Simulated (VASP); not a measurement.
# NaF (Fm-3m) in VASP: further runs, part 2 of 2

VASP 6.6.1.

### Step 3. Single point, r2SCAN

This run uses another cell than the first one, of 12.12 Å³/atom, 0.971 times its volume.

File POSCAR:

```
NaF
1.0
    0.0000000000      2.2970683812      2.2970683812
    2.2970683812      0.0000000000      2.2970683812
    2.2970683812      2.2970683812      0.0000000000
Na F
1 1
Direct
    0.0000000000      0.0000000000      0.0000000000
    0.5000000000      0.5000000000      0.5000000000
```

File INCAR.step1:

```
PREC = Accurate ; ENCUT = 520
ISMEAR = 0 ; SIGMA = 0.02
LREAL = False ; LASPH = True
NELM = 60 ; NBANDS = 14
GGA = PE ; ALGO = Normal
EDIFF = 1E-4 ; LWAVE = True
LCHARG = False
```

File INCAR.step2:

```
PREC = Accurate ; ENCUT = 520
EDIFF = 1E-6 ; ISMEAR = 0
SIGMA = 0.02 ; LREAL = False
LASPH = True ; NELM = 60
ALGO = Normal ; ISIF = 2
LWAVE = False ; LCHARG = False
METAGGA = R2SCAN ; LMIXTAU = True
NBANDS = 14 ; ISTART = 1
```

File KPOINTS:

```
regular mesh
0
Gamma
  8 8 8
```

Potentials or basis: VASP PAW PBE potentials, release 64 (Na_pv, F).

The run is started by

```console
$ cat potpaw_PBE.64/Na_pv/POTCAR potpaw_PBE.64/F/POTCAR > POTCAR
$ cp INCAR.step1 INCAR
$ mpirun -np 1 vasp_std > vasp.out
$ cp INCAR.step2 INCAR
$ mpirun -np 1 vasp_std > vasp.out
```

Wall time 56 s (1 thread of AMD EPYC 7R43 (Zen 3), shared host); peak memory 0.1 GiB.

It converged, with:

- Free energy: -12.6030 eV
- Pressure: -0.8 GPa
- Band gap on the k mesh: 7.32 eV, direct

Levels at points of the mesh, in eV from the valence-band top:
```tsv
k point	band 3	band 4	band 5	band 6	band 7	band 8	band 9	band 10	band 11	band 12
(0.00, 0.00, 0.00)	-19.42	-19.42	0.00	0.00	0.00	7.32	19.97	19.97	19.97	22.69
(0.50, 0.00, 0.00)	-19.43	-18.90	-1.61	-0.28	-0.28	11.80	13.64	21.71	21.71	24.22
(0.50, 0.50, 0.00)	-19.48	-19.48	-1.30	-0.42	-0.42	14.01	14.29	15.11	21.47	21.47
```

Caveat: the PAW data sets were made with another functional, which shifts forces and pressure a little. r2SCAN opens gaps a little over a GGA but as a rule still falls short of measured ones.

### Step 4. Relaxation of cell and atoms, r2SCAN

File POSCAR:

```
NaF
1.0
    0.0000000000      2.3200000000      2.3200000000
    2.3200000000      0.0000000000      2.3200000000
    2.3200000000      2.3200000000      0.0000000000
Na F
1 1
Direct
    0.0000000000      0.0000000000      0.0000000000
    0.5000000000      0.5000000000      0.5000000000
```

File INCAR.step1:

```
ALGO = Normal ; EDIFF = 1E-4
ENCUT = 600 ; GGA = PE
ISMEAR = 0 ; LASPH = T
LCHARG = F ; LREAL = F
LWAVE = T ; NELM = 100
PREC = Accurate ; SIGMA = 0.02
```

File INCAR.step2:

```
ALGO = Normal ; EDIFF = 1E-6
EDIFFG = -0.01 ; ENCUT = 600
IBRION = 2 ; ISIF = 3
ISMEAR = 0 ; ISTART = 1
LASPH = T ; LCHARG = F
LMIXTAU = T ; LREAL = F
LWAVE = F ; METAGGA = R2SCAN
NELM = 100 ; NSW = 100
PREC = Accurate ; SIGMA = 0.02
```

File KPOINTS:

```
k-points
0
Gamma
  8 8 8
```

Potentials or basis: VASP PAW PBE potentials, release 64 (Na_pv, F).

The run is started by

```console
$ cat potpaw_PBE.64/Na_pv/POTCAR potpaw_PBE.64/F/POTCAR > POTCAR
$ cp INCAR.step1 INCAR
$ mpirun -np 1 vasp_std > vasp.out
$ cp INCAR.step2 INCAR
$ mpirun -np 1 vasp_std > vasp.out
```

OUTCAR:

```text
EDIFF = 1E-6
   EDIFFG = -0.01
   ENCUT = 600
   IBRION = 2
   ISIF = 3
   ISMEAR = 0
   ISTART = 1
   LASPH = T
   LREAL = F
   METAGGA = R2SCAN
   NELM = 100
   NSW = 100
   PREC = Accurate

 ion  position               nearest neighbor table
   1  0.000  0.000  0.000-   2 2.32   2 2.32   2 2.32   2 2.32   2 2.32   2 2.32
   2  0.500  0.500  0.500-   1 2.32   1 2.32   1 2.32   1 2.32   1 2.32   1 2.32

  LATTYP: Found a face centered cubic cell.
 ALAT       =     4.6400000000

  Lattice vectors:

 A1 = (   0.0000000000,   2.3200000000,   2.3200000000)
 A2 = (   2.3200000000,   0.0000000000,   2.3200000000)
 A3 = (   2.3200000000,   2.3200000000,   0.0000000000)

Analysis of symmetry for initial positions (statically):
=====================================================================
 Subroutine PRICEL returns:
 Original cell was already a primitive cell.

 Routine SETGRP: Setting up the symmetry group for a
[... 293 lines left out ...]
      5      -2.4952      2.00000
      6      -2.4951      2.00000
      7      -2.4951      2.00000
      8       4.9929      0.00000
      9      17.6804      0.00000
     10      17.6804      0.00000
     11      17.6805      0.00000
[... 357 lines left out ...]
--------------------------------------- Ionic step        5  -------------------------------------------

 number of electron      14.0000000 magnetization

 Free energy of the ion-electron system (eV)
  ---------------------------------------------------
  ext. energy  EPLUGINS =         0.00000000
  ---------------------------------------------------
  free energy    TOTEN  =       -12.60925688 eV

  energy without entropy =      -12.60925688  energy(sigma->0) =      -12.60925688

 E-fermi :  -2.3430     XC(G=0):  -9.9901

 val. band max:       -2.5563268043   @ k =   0.0000   0.0000   0.0000
 cond. band min:       4.8492035702   @ k =   0.0000   0.0000   0.0000
 fundamental gap:      7.4055303745
 Fermi energy:        -2.3430221317

 k-point     1 :       0.0000    0.0000    0.0000
  band No.  band energies     occupation
      1     -22.9205      2.00000
      2     -21.9317      2.00000
      3     -21.9313      2.00000
      4     -21.9313      2.00000
      5      -2.5564      2.00000
      6      -2.5563      2.00000
      7      -2.5563      2.00000
      8       4.8492      0.00000
      9      17.5199      0.00000
     10      17.5199      0.00000
     11      17.5200      0.00000
[... 351 lines left out ...]
  FREE ENERGIE OF THE ION-ELECTRON SYSTEM (eV)
  ---------------------------------------------------
  free  energy   TOTEN  =       -12.6092568836 eV

  energy  without entropy=      -12.6092568836  energy(sigma->0) =      -12.60925688

 reached required accuracy - stopping structural energy minimisation
```

It took 5.7 min on 1 thread of AMD EPYC 7R43 (Zen 3), shared host; peak memory 0.12 GiB.

What came out:

| Property | Result |
| --- | --- |
| Free energy | -12.6093 eV |
| Relaxed volume | 11.95 Å³/atom |
| Relaxed cell | a = 3.233 Å, b = 3.233 Å, c = 3.233 Å, α = 60.00°, β = 60.00°, γ = 60.00° |
| Space group after relaxing (to 0.05 Å) | Fm-3m (No. 225) |
| Energy gained by relaxing | 4.4 meV/atom |
| Ionic steps | 5 |
| Pressure after relaxing | 0.0 GPa |
| Band gap on the k mesh | 7.41 eV, direct |

The path:
| step | energy change (eV) | largest force (eV/Å) | pressure (GPa) | volume (Å³) |
| --- | --- | --- | --- | --- |
| 1 | 0.0000 | 0.0000 | -2.25 | 24.97 |
| 2 | -0.0069 | 0.0000 | -1.01 | 24.35 |
| 3 | -0.0083 | 0.0000 | -0.45 | 24.09 |
| 4 | -0.0082 | 0.0000 | 0.79 | 23.57 |
| 5 | -0.0087 | 0.0000 | -0.01 | 23.90 |

Final structure:
```yaml
crystal:
  lattice:
    - [0.00000, 2.28619, 2.28619]
    - [2.28619, 0.00000, 2.28619]
    - [2.28619, 2.28619, 0.00000]
  atoms:
    - { symbol: Na, position: [0.00000, 0.00000, 0.00000] }
    - { symbol: F, position: [0.50000, 0.50000, 0.50000] }
```

Caveat: the PAW data sets were made with another functional, which shifts forces and pressure a little. r2SCAN opens gaps a little over a GGA but as a rule still falls short of measured ones.

### Step 5. The runs side by side

```csv
task,cell,k mesh,cutoff (eV),smearing,gap on the mesh (eV),pressure (GPa)
single point,"a = 3.281 Å, angles 60.0°, 2 atoms",6 × 6 × 6,520,gaussian 0.1 eV,7.15,-2.0
single point,"a = 3.249 Å, angles 60.0°, 2 atoms",8 × 8 × 8,520,gaussian 0.02 eV,7.32,-0.8
relaxation of cell and atoms,"relaxed from a = 3.281 Å, angles 60.0°, 2 atoms",8 × 8 × 8,600,gaussian 0.02 eV,7.41,0.0
```

Alike in all rows: level r2SCAN; potentials or basis VASP PAW PBE potentials, release 64 (Na_pv, F); no spin polarisation.

Caveats: the PAW data sets were made with another functional, which shifts forces and pressure a little.

Absolute energies hang on the potentials; compare differences alone.
